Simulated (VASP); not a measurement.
# InSe (Pm-3m) in VASP: a series of runs

Runs on InSe. Level: r2SCAN. Tasks: relaxation of cell and atoms, single point.

Everything below comes from runs of VASP 6.6.1. Logs are shortened: lines on timing, memory, paths and dates and some standing lists are left out, and cuts for length are marked.

## 1. The cell of the first run

The structure is cubic, space group Pm-3m (No. 221). Conventional cell: a = 4.020 Å, b = 4.020 Å, c = 4.020 Å, α = 90.00°, β = 90.00°, γ = 90.00°. Within 4.6 Å of In (site symmetry m-3m) lie 8 Se at 3.48 Å and 6 In at 4.02 Å. Within 4.6 Å of Se (site symmetry m-3m) lie 8 In at 3.48 Å and 6 Se at 4.02 Å.

## 2. Relaxation of cell and atoms, r2SCAN

POSCAR

```
InSe
1.0
    4.0195240465      0.0000000000      0.0000000000
    0.0000000000      4.0195240465      0.0000000000
    0.0000000000      0.0000000000      4.0195240465
In Se
1 1
Direct
    0.0000000000      0.0000000000      0.0000000000
    0.5000000000      0.5000000000      0.5000000000
```

INCAR.step1

```
  PREC = Accurate
  ENCUT = 600
  ISMEAR = 0
  SIGMA = 0.1
  LREAL = False
  LASPH = True
  NELM = 80
  GGA = PE
  ALGO = Normal
  EDIFF = 1E-4
  LWAVE = True
  LCHARG = False
```

INCAR.step2

```
  PREC = Accurate
  ENCUT = 600
  EDIFF = 1E-6
  ISMEAR = 0
  SIGMA = 0.1
  LREAL = False
  LASPH = True
  NELM = 80
  ALGO = Normal
  ISIF = 3
  LWAVE = False
  LCHARG = False
  METAGGA = R2SCAN
  LMIXTAU = True
  IBRION = 2
  NSW = 90
  EDIFFG = -0.04
  ISTART = 1
```

KPOINTS

```
Automatic mesh
0
Gamma
  4 4 4
```

Potentials or basis: VASP PAW PBE potentials, release 64 (In_d, Se).

Launch:

```bash
$ cat potpaw_PBE.64/In_d/POTCAR potpaw_PBE.64/Se/POTCAR > POTCAR
$ cp INCAR.step1 INCAR
$ mpirun -np 1 vasp_std > vasp.out
$ cp INCAR.step2 INCAR
$ mpirun -np 1 vasp_std > vasp.out
```

OUTCAR:

```text
PREC = Accurate
   ENCUT = 600
   EDIFF = 1E-6
   ISMEAR = 0
   LREAL = False
   LASPH = True
   NELM = 80
   ISIF = 3
   METAGGA = R2SCAN
   IBRION = 2
   NSW = 90
   EDIFFG = -0.04
   ISTART = 1

 ion  position               nearest neighbor table
   1  0.000  0.000  0.000-
   2  0.500  0.500  0.500-

  LATTYP: Found a simple cubic cell.
 ALAT       =     4.0195240465

  Lattice vectors:

 A1 = (   4.0195240465,   0.0000000000,   0.0000000000)
 A2 = (   0.0000000000,   4.0195240465,   0.0000000000)
 A3 = (   0.0000000000,   0.0000000000,   4.0195240465)

Analysis of symmetry for initial positions (statically):
=====================================================================
 Subroutine PRICEL returns:
 Original cell was already a primitive cell.

 Routine SETGRP: Setting up the symmetry group for a
 simple cubic supercell.

 Subroutine GETGRP returns: Found 48 space group operations
 (whereof 48 operations were pure point group operations)
 out of a pool of 48 trial point group operations.

The static configuration has the point symmetry O_h .

Analysis of symmetry for dynamics (positions and initial velocities):
=====================================================================
 Subroutine PRICEL returns:
 Original cell was already a primitive cell.

 Routine SETGRP: Setting up the symmetry group for a
 simple cubic supercell.

 Subroutine GETGRP returns: Found 48 space group operations
 (whereof 48 operations were pure point group operations)
 out of a pool of 48 trial point group operations.

The dynamic configuration has the point symmetry O_h .

 Subroutine INISYM returns: Found 48 space group operations
 (whereof 48 operations are pure point group operations),
 and found     1 'primitive' translations

----------------------------------------------------------------------------------------

                                     Primitive cell

  volume of cell :      64.9417

  direct lattice vectors                    reciprocal lattice vectors
     4.019524046  0.000000000  0.000000000     0.248785674  0.000000000  0.000000000
     0.000000000  4.019524046  0.000000000     0.000000000  0.248785674  0.000000000
     0.000000000  0.000000000  4.019524046     0.000000000  0.000000000  0.248785674

  length of vectors
     4.019524046  4.019524046  4.019524046     0.248785674  0.248785674  0.248785674

  position of ions in fractional coordinates (direct lattice)
     0.000000000  0.000000000  0.000000000
     0.500000000  0.500000000  0.500000000

  ion indices of the primitive-cell ions
   primitive index   ion index
                 1           1
                 2           2

----------------------------------------------------------------------------------------

 KPOINTS: Automatic mesh

Automatic generation of k-mesh.
 Grid dimensions read from file:
 generate k-points for:    4    4    4

 Generating k-lattice:

  Cartesian coordinates                     Fractional coordinates (reciprocal lattice)
     0.062196419  0.000000000  0.000000000     0.250000000  0.000000000  0.000000000
     0.000000000  0.062196419  0.000000000     0.000000000  0.250000000  0.000000000
     0.000000000  0.000000000  0.062196419     0.000000000  0.000000000  0.250000000

  Length of vectors
     0.062196419  0.062196419  0.062196419

  Shift w.r.t. Gamma in fractional coordinates (k-lattice)
     0.000000000  0.000000000  0.000000000

 Subroutine IBZKPT returns following result:
 ===========================================

 Found     10 irreducible k-points:

 Following reciprocal coordinates:
            Coordinates               Weight
  0.000000  0.000000  0.000000      1.000000
  0.250000  0.000000  0.000000      6.000000
  0.500000  0.000000  0.000000      3.000000
  0.250000  0.250000  0.000000     12.000000
  0.500000  0.250000  0.000000     12.000000
  0.500000  0.500000  0.000000      3.000000
  0.250000  0.250000  0.250000      8.000000
  0.500000  0.250000  0.250000     12.000000
  0.500000  0.500000  0.250000      6.000000
  0.500000  0.500000  0.500000      1.000000
   k-points           NKPTS =     10   k-points in BZ     NKDIM =     10   number of bands    NBANDS=     13
   number of dos      NEDOS =    301   number of ions     NIONS =      2
   total plane-waves  NPLWV =  32768
   dimension x,y,z NGX =    32 NGY =   32 NGZ =   32
   dimension x,y,z NGXF=    64 NGYF=   64 NGZF=   64
   ions per type =               1   1
   NGX,Y,Z   is equivalent  to a cutoff of  13.24, 13.24, 13.24 a.u.
   NGXF,Y,Z  is equivalent  to a cutoff of  26.47, 26.47, 26.47 a.u.
 SYSTEM =  unknown system
   PREC   = accura    normal or accurate (medium, high low for compatibility)
   ISTART =      1    job   : 0-new  1-cont  2-samecut
   ICHARG =      0    charge: 1-file 2-atom 10-const
   ISPIN  =      1    spin polarized calculation?
   LNONCOLLINEAR =      F non collinear calculations
   LSORBIT =      F    spin-orbit coupling
   LASPH  =      T    aspherical Exc in radial PAW
   ENCUT  =  600.0 eV  44.10 Ry    6.64 a.u.   8.03  8.03  8.03*2*pi/ulx,y,z
   NELM   =     80;   NELMIN=  2; NELMDL=  0     # of ELM steps
   EDIFF  = 0.1E-05   stopping-criterion for ELM
   LREAL  =      F    real-space projection
   EDIFFG = -.4E-01   stopping-criterion for IOM
   NSW    =     90    number of steps for IOM
   IBRION =      2    ionic relax: 0-MD 1-quasi-New 2-CG
   NFREE  =      1    steps in history (QN), initial steepest desc. (CG)
   ISIF   =      3    stress and relaxation
   ISYM   =      2    0-nonsym 1-usesym 2-fastsym
   POTIM  = 0.5000    time-step for ionic-motion
   TEBEG  =    0.0;   TEEND  =   0.0 temperature during run
   PSTRESS=    0.0 pullay stress
   NELECT =      19.0000    total number of electrons
   NUPDOWN=      -1.0000    fix difference up-down
   EMIN   =  10.00;   EMAX   =-10.00  energy-range for DOS
   EFERMI =   0.00;   METHOD = LEGACY
   ISMEAR =     0;   SIGMA  =   0.10  broadening in eV -4-tet -1-fermi 0-gaus
   EFERMI_NEDOS =   21; number of points for ismear=-14 and -15
   IALGO  =     38    algorithm
   IMIX   =      4    mixing-type and parameters
     AMIX     =   0.40;   BMIX     =  1.00
     AMIX_MAG =   1.60;   BMIX_MAG =  1.00
  volume/ion in A,a.u.               =      32.47       219.12
  Fermi-wavevector in a.u.,A,eV,Ry     =   1.086804  2.053763 16.070438  1.181144
  Thomas-Fermi vector in A             =   2.222949
   LORBIT       =      0    0 simple, 1 ext, 2 COOP (PROOUT), +10 PAW based schemes
   METAGGA = R2SCAN    functional components
   LHFCALC =     F    Hartree Fock is set to
   AEXX    =    0.0000 exact exchange contribution
   IVDW    =     0    specifies the selected vdW correction
   LEPSILON=     F    determine dielectric tensor
   LRPA    =     F    only Hartree local field effects (RPA)
 conjugate gradient relaxation of ions
 non-spin polarized calculation
 Gauss-broadening in eV      SIGMA  =   0.10
  energy-cutoff  :      600.00
  volume of cell :       64.94
 maximum number of plane-waves:      2178
   NGX = 17   NGY = 17   NGZ = 17

--------------------------------------- Ionic step        1  -------------------------------------------

 number of electron      19.0000011 magnetization

 Free energy of the ion-electron system (eV)
  ---------------------------------------------------
  ext. energy  EPLUGINS =         0.00000000
  ---------------------------------------------------
  free energy    TOTEN  =       -36.70087713 eV

  energy without entropy =      -36.68800210  energy(sigma->0) =      -36.69443961

 E-fermi :   2.4478     XC(G=0):  -9.2372

 val. band max:        2.4450322787   @ k =   0.5000   0.2500   0.0000
 cond. band min:       2.5617097596   @ k =   0.5000   0.5000   0.0000
 fundamental gap:      0.1166774809
 Fermi energy:         2.4478119623

 k-point     1 :       0.0000    0.0000    0.0000
  band No.  band energies     occupation
      1     -11.9452      2.00000
      2     -11.9452      2.00000
      3     -11.8759      2.00000
      4     -11.8759      2.00000
      5     -11.8759      2.00000
      6      -9.8843      2.00000
      7      -1.0550      2.00000
      8       1.6909      2.00000
      9       1.6909      2.00000
     10       1.6909      2.00000
     11       8.8204      0.00000
     12       8.8204      0.00000
     13       9.4367      0.00000

 k-point     2 :       0.2500    0.0000    0.0000
  band No.  band energies     occupation
      1     -11.9437      2.00000
      2     -11.9182      2.00000
      3     -11.8859      2.00000
      4     -11.8859      2.00000
      5     -11.8750      2.00000
      6      -9.7051      2.00000
      7      -1.9132      2.00000
      8       1.9828      2.00000
      9       1.9828      2.00000
     10       2.2333      1.99758
     11       6.6936      0.00000
[... 222 lines left out ...]
 POSITION                                       TOTAL-FORCE (eV/Angst)
 -----------------------------------------------------------------------------------
      0.00000      0.00000      0.00000         0.000000     -0.000000      0.000000
      1.82317      1.82317      1.82317        -0.000000      0.000000      0.000000
 -----------------------------------------------------------------------------------
    total drift:                               -0.000000      0.000000      0.000000

  FREE ENERGIE OF THE ION-ELECTRON SYSTEM (eV)
  ---------------------------------------------------
  free  energy   TOTEN  =       -37.2081722822 eV

  energy  without entropy=      -37.1946419978  energy(sigma->0) =      -37.20140714

--------------------------------------- Ionic step        4  -------------------------------------------

 number of electron      18.9999997 magnetization

 Free energy of the ion-electron system (eV)
  ---------------------------------------------------
  ext. energy  EPLUGINS =         0.00000000
  ---------------------------------------------------
  free energy    TOTEN  =       -37.20876281 eV

  energy without entropy =      -37.19594468  energy(sigma->0) =      -37.20235375

 E-fermi :   5.4951     XC(G=0): -10.7130

 val. band max:        5.4312779888   @ k =   0.5000   0.2500   0.0000
 cond. band min:       5.5258378984   @ k =   0.2500   0.0000   0.0000
 fundamental gap:      0.0945599097
 Fermi energy:         5.4951254049

 k-point     1 :       0.0000    0.0000    0.0000
  band No.  band energies     occupation
      1      -9.1468      2.00000
      2      -9.1468      2.00000
      3      -8.9754      2.00000
      4      -8.9754      2.00000
      5      -8.9754      2.00000
      6      -8.3338      2.00000
      7       2.4280      2.00000
      8       4.1425      2.00000
      9       4.1425      2.00000
     10       4.1425      2.00000
     11      11.5158      0.00000
     12      11.5158      0.00000
     13      14.5638      0.00000

 k-point     2 :       0.2500    0.0000    0.0000
  band No.  band energies     occupation
      1      -9.1413      2.00000
      2      -9.0796      2.00000
      3      -9.0069      2.00000
      4      -9.0069      2.00000
      5      -8.9724      2.00000
      6      -7.9454      2.00000
      7       0.2135      2.00000
      8       4.6356      2.00000
      9       4.6356      2.00000
     10       5.5258      0.66404
     11      10.9990      0.00000
[... 150 lines left out ...]
 POSITION                                       TOTAL-FORCE (eV/Angst)
 -----------------------------------------------------------------------------------
      0.00000      0.00000      0.00000         0.000000      0.000000      0.000000
      1.81655      1.81655      1.81655        -0.000000     -0.000000      0.000000
 -----------------------------------------------------------------------------------
    total drift:                                0.000000      0.000000      0.000000

  FREE ENERGIE OF THE ION-ELECTRON SYSTEM (eV)
  ---------------------------------------------------
  free  energy   TOTEN  =       -37.2087628117 eV

  energy  without entropy=      -37.1959446824  energy(sigma->0) =      -37.20235375

 reached required accuracy - stopping structural energy minimisation
```

Run time: 98 s. Hardware: 1 thread of Intel Xeon Platinum 8488C (Sapphire Rapids), shared host; peak memory 0.2 GiB.

Results:

| Quantity | Value |
| --- | --- |
| Free energy | -37.2088 eV |
| Relaxed volume | 23.98 Å³/atom |
| Relaxed cell | a = 3.633 Å, b = 3.633 Å, c = 3.633 Å, α = 90.00°, β = 90.00°, γ = 90.00° |
| Space group after relaxing (to 0.1 Å) | Pm-3m (No. 221) |
| Energy gained by relaxing | 253.9 meV/atom |
| Ionic steps | 4 |
| Pressure after relaxing | 0.1 GPa |
| Band gap on the k mesh | zero (an odd number of electrons rules out a gap without spin polarisation) |

Step by step:
```
step  energy change (eV)  largest force (eV/Å)  pressure (GPa)  volume (Å³)
   1              0.0000                0.0000           -7.22        64.94
   2             -0.4630                0.0000           -3.26        52.13
   3             -0.5073                0.0000           -0.45        48.48
   4             -0.5079                0.0000            0.09        47.96
```

Final structure:
```yaml
crystal:
  lattice:
    - [3.63311, 0.00000, 0.00000]
    - [0.00000, 3.63311, 0.00000]
    - [0.00000, 0.00000, 3.63311]
  atoms:
    - { symbol: In, position: [0.00000, 0.00000, 0.00000] }
    - { symbol: Se, position: [0.50000, 0.50000, 0.50000] }
```

Caveat: the k points lie up to 0.43 Å⁻¹ apart in the final cell, too coarse for converged energies and pressures of a metal; the volume moved by over 15 % at a fixed basis, so the end points are rough; the PAW data sets were made with another functional, which shifts forces and pressure a little; spin-orbit coupling is left out, which moves the levels of the heavy elements.

(Continued in part 2 of 2.)
